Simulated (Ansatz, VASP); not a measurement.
# One calculation of AlN, two programs

```xyz
2
Lattice="0.0000 2.1710 2.1710 2.1710 0.0000 2.1710 2.1710 2.1710 0.0000" Properties=species:S:1:pos:R:3 pbc="T T T"
Al    0.0000    0.0000    0.0000
N     1.0855    1.0855    1.0855
```

Alike in both runs: functional LDA; k mesh 10 × 10 × 10; occupations gaussian, width 0.02 eV; no spin polarisation.

Ansatz relaxed the structure, and its values are those at the end. VASP's run is a single point on that final structure, the one shown.

|  | VASP | Ansatz |
| --- | --- | --- |
| version | VASP 6.6.1 | Ansatz 0.2.0 |
| potentials or method | VASP PAW LDA potentials, release 64 (Al, N), cutoff 600 eV | scalar-relativistic, plane waves, PAW |
| valence electrons in the cell | 8 | 8 |

```tsv
	VASP	Ansatz	Ansatz less VASP
gap on the k mesh at the Fermi level (eV)	3.23	3.25	+0.019
least direct gap on the mesh (eV)	4.39	4.39	-0.008
pressure (GPa)	0.6	0.0	-0.57
```

Ansatz warns that its potentials were made for another functional, while VASP's fit it. LDA's correlation is that of Perdew and Zunger in VASP and of Perdew and Wang (1992) in Ansatz.
